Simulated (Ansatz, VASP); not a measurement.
# One calculation of V, two programs

INCAR

```
SYSTEM = V
PREC     = Accurate       ! precision mode
ENCUT    = 500            ! plane-wave cutoff, eV
EDIFF    = 1E-7           ! SCF threshold, eV
ISMEAR   = 0              ! smearing method
SIGMA    = 0.1            ! smearing width, eV
LREAL    = .False.        ! projectors in reciprocal space
LASPH    = .True.         ! aspherical terms in the spheres
NELM     = 120            ! most SCF steps
ALGO     = Normal         ! electronic algorithm
ISIF     = 3              ! what is computed and relaxed
LWAVE    = .False.        ! write WAVECAR
LCHARG   = .False.        ! write CHGCAR
GGA      = PE             ! functional
IBRION   = 2              ! ionic algorithm
NSW      = 100            ! ionic steps
EDIFFG   = -0.002         ! ionic threshold
GGA_COMPAT= .False.      
NELMIN   = 4
```

The input KPOINTS:

```
Automatic mesh
0
Gamma
  20 20 20
  0 0 0
```

The input POSCAR:

```
V
1.0
   -1.5006654678      1.5006654678      1.5006654678
    1.5006654678     -1.5006654678      1.5006654678
    1.5006654678      1.5006654678     -1.5006654678
V
1
Direct
    0.0000000000      0.0000000000      0.0000000000
```

Input for Ansatz:

```yaml
crystal:
  lattice:
    - [-1.5006654678, 1.5006654678, 1.5006654678]
    - [1.5006654678, -1.5006654678, 1.5006654678]
    - [1.5006654678, 1.5006654678, -1.5006654678]
  atoms:
    - { symbol: V, position: [0.0, 0.0, 0.0] }
basis:
  ecutwfc: 420
kpoints:
  mp_grid: { grid: [20, 20, 20] }
hamiltonian:
  xc: pbe
  pseudopotentials: { kind: paw, azcp: { folder: soft_1 } }
scf:
  occupations: { method: gaussian, width: 0.1 }
output:
  forces: true
  stress: true
  eigenvalues: true
relax:
  adjacent_minimum: "off"
  f_tol: 0.002
  max_steps: 80
  cell: { stress_tol: 0.02 }
```

Alike in both runs: task relaxation of cell and atoms; functional PBE; k mesh 20 × 20 × 20; occupations gaussian, width 0.1 eV; no spin polarisation.

|  | VASP | Ansatz |
| --- | --- | --- |
| version | VASP 6.6.1 | Ansatz 0.2.0 |
| potentials or method | VASP PAW PBE potentials, release 64 (V_sv), cutoff 500 eV | scalar-relativistic, plane waves, PAW |
| valence electrons in the cell | 13 | 13 |

```csv
,VASP,Ansatz,Ansatz less VASP
"gap on the k mesh at the Fermi level, each at its own relaxed structure (eV)",none,none,-
relaxed volume (Å³/atom),13.47,13.46,-0.005
relaxed cell length with the largest relative difference (Å),2.596,2.596,-0.0003
```

A gap of «none» marks a metal or a gap that the smearing closes.
